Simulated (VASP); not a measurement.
CoSi:

```xyz
8
Lattice="4.3831 0.0000 0.0000 0.0000 4.3831 0.0000 0.0000 0.0000 4.3831" Properties=species:S:1:pos:R:3 pbc="T T T"
Co    3.7436    2.8311    1.5520
Co    2.8311    1.5520    3.7436
Co    1.5520    3.7436    2.8311
Co    0.6395    0.6395    0.6395
Si    0.6861    1.5054    2.8777
Si    1.5054    2.8777    0.6861
Si    2.8777    0.6861    1.5054
Si    3.6970    3.6970    3.6970
```

| Item | Value |
| --- | --- |
| Program | VASP 6.6.1 |
| Task | relaxation of cell and atoms |
| Functional | PBE |
| Potentials or basis | VASP PAW PBE potentials, release 64 (Co, Si) |
| Cutoff | 600 eV |
| k mesh | 8 × 8 × 8 |
| Occupations | gaussian, width 0.1 eV |
| Spin | no spin polarisation |

At the start: pressure 7.5 GPa; volume 10.53 Å³/atom.

**Question.** Where does the relaxation end?

**Answer.** Over 11 steps the energy falls by 7.7 meV/atom and the volume is 10.86 Å³/atom (+3.2 %); space group P2_13 (No. 198, to 0.05 Å).

Step by step:
```csv
step,energy change (eV),largest force (eV/Å),pressure (GPa),volume (Å³)
1,0.0000,0.0169,7.55,84.21
2,0.0329,0.1222,-8.17,90.40
3,-0.0608,0.0488,-0.04,86.89
4,-0.0608,0.0476,0.10,86.84
5,-0.0612,0.0328,0.08,86.85
6,-0.0615,0.0090,0.07,86.88
7,-0.0615,0.0116,0.09,86.88
8,-0.0615,0.0038,-0.16,86.98
9,-0.0616,0.0062,-0.05,86.94
10,-0.0616,0.0065,-0.04,86.93
11,-0.0616,0.0012,0.00,86.92
```

Final structure:
```cif
data_structure
_symmetry_space_group_name_H-M 'P 1'
_symmetry_Int_Tables_number 1
_cell_length_a 4.4297
_cell_length_b 4.4297
_cell_length_c 4.4297
_cell_angle_alpha 90.000
_cell_angle_beta 90.000
_cell_angle_gamma 90.000
_cell_volume 86.92
loop_
_atom_site_label
_atom_site_type_symbol
_atom_site_fract_x
_atom_site_fract_y
_atom_site_fract_z
_atom_site_occupancy
Co1 Co 0.85489 0.64511 0.35489 1
Co2 Co 0.64511 0.35489 0.85489 1
Co3 Co 0.35489 0.85489 0.64511 1
Co4 Co 0.14511 0.14511 0.14511 1
Si1 Si 0.15679 0.34321 0.65679 1
Si2 Si 0.34321 0.65679 0.15679 1
Si3 Si 0.65679 0.15679 0.34321 1
Si4 Si 0.84321 0.84321 0.84321 1
```
